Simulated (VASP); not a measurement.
Write the native input for VASP 6.6.1 that does the following.

```
Task                   : single point
Functional             : PBEsol
Potentials or basis    : VASP PAW PBE potentials, release 64 (Al, Cr_pv, C)
Cutoff                 : 520 eV
k mesh                 : 15 × 15 × 4
Occupations            : gaussian, width 0.1 eV
Spin                   : no spin polarisation
Dipole correction      : no
Further INCAR settings : ALGO = Normal; EDIFF = 1e-06; NBANDS = 41
```

The structure of AlCr2C lies in POSCAR:

```
AlCr2C
1.0
    2.8130321077      0.0000000000      0.0000000000
   -1.4065160538      2.4361572669      0.0000000000
    0.0000000000      0.0000000000     12.5928577827
Al Cr C
2 4 2
Direct
    0.6666666667      0.3333333333      0.2500000000
    0.3333333333      0.6666666667      0.7500000000
    0.3333333333      0.6666666667      0.4157001957
    0.6666666667      0.3333333333      0.9157001957
    0.6666666667      0.3333333333      0.5842998043
    0.3333333333      0.6666666667      0.0842998043
    0.0000000000      0.0000000000      0.5000000000
    0.0000000000      0.0000000000      0.0000000000
```

The input as run:

INCAR

```
PREC = Accurate
ENCUT = 520
EDIFF = 1E-6
ISMEAR = 0
SIGMA = 0.1
LREAL = F
LASPH = T
NELM = 100
ALGO = Normal
ISIF = 2
LWAVE = F
LCHARG = F
GGA = PS
NBANDS = 41
```

KPOINTS

```
regular mesh
0
Gamma
  15 15 4
```

Potentials or basis: VASP PAW PBE potentials, release 64 (Al, Cr_pv, C).

Run with:

```sh
$ cat potpaw_PBE.64/Al/POTCAR potpaw_PBE.64/Cr_pv/POTCAR potpaw_PBE.64/C/POTCAR > POTCAR
$ mpirun -np 1 vasp_std > vasp.out
```

Results of the run:

The pressure is 0.1 GPa. The largest force is 0.031 eV/Å and the band gap on the k mesh is zero (band 31 reaches 10.59 eV, above the bottom of band 32 at 9.73 eV).

Caveat: the PAW data sets were made with another functional, which shifts forces and pressure a little.

It took 2.3 min on 1 thread of Intel(R) Xeon(R) 6975P-C (Granite Rapids), on a shared host, peak memory 0.38 GiB.
